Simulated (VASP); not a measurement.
Here is a VASP 6.6.1 calculation.

Contents of INCAR:

```
ALGO     = Normal         # electronic algorithm
EDIFF    = 1E-8           # SCF threshold, eV
ENCUT    = 520            # plane-wave cutoff, eV
GGA      = PE             # functional
ISIF     = 2              # what is computed and relaxed
ISMEAR   = -1             # smearing method
LASPH    = T              # aspherical terms in the spheres
LCHARG   = F              # write CHGCAR
LEFG     = T            
LREAL    = F              # projectors in reciprocal space
LWAVE    = F              # write WAVECAR
NBANDS   = 24             # bands
NELM     = 80             # most SCF steps
PREC     = Accurate       # precision mode
SIGMA    = 0.15           # smearing width, eV
```

KPOINTS

```
k-points
0
Gamma
  12 12 8
```

File POSCAR:

```
TePt2Se
1.0
    4.1461447976      0.0000000000      0.0000000000
   -2.0730723988      3.5906667225      0.0000000000
    0.0000000000      0.0000000000      5.5863289791
Te Pt Se
1 2 1
Direct
    0.3333333333      0.6666666667      0.5000000000
    0.6666666667      0.3333333333      0.7535466878
    0.6666666667      0.3333333333      0.2464533122
    0.0000000000      0.0000000000      0.0000000000
```

Potentials or basis: VASP PAW PBE potentials, release 64 (Te, Pt, Se).

Command:

```bash
$ cat potpaw_PBE.64/Te/POTCAR potpaw_PBE.64/Pt/POTCAR potpaw_PBE.64/Se/POTCAR > POTCAR
$ mpirun -np 1 vasp_std > vasp.out
```

Question: What does it give for the band gap on the k mesh?

Answer: Zero (bands 16 and 17 overlap by 1.31 eV).

Question: What does it give for the largest force?

Answer: 0.012 eV/Å.

Question: Estimate the pressure.

Answer: -0.2 GPa.

Forces in eV/Å, atoms in the order of the input:
```
Te   0.000  0.000  0.000
Pt   0.000  0.000 -0.012
Pt   0.000  0.000  0.012
Se   0.000  0.000  0.000
```

Caveat: without QUAD_EFG the Cq values of the log hold for a quadrupole moment of 1 mb, not for the nuclei; spin-orbit coupling is left out, which moves the levels of the heavy elements.
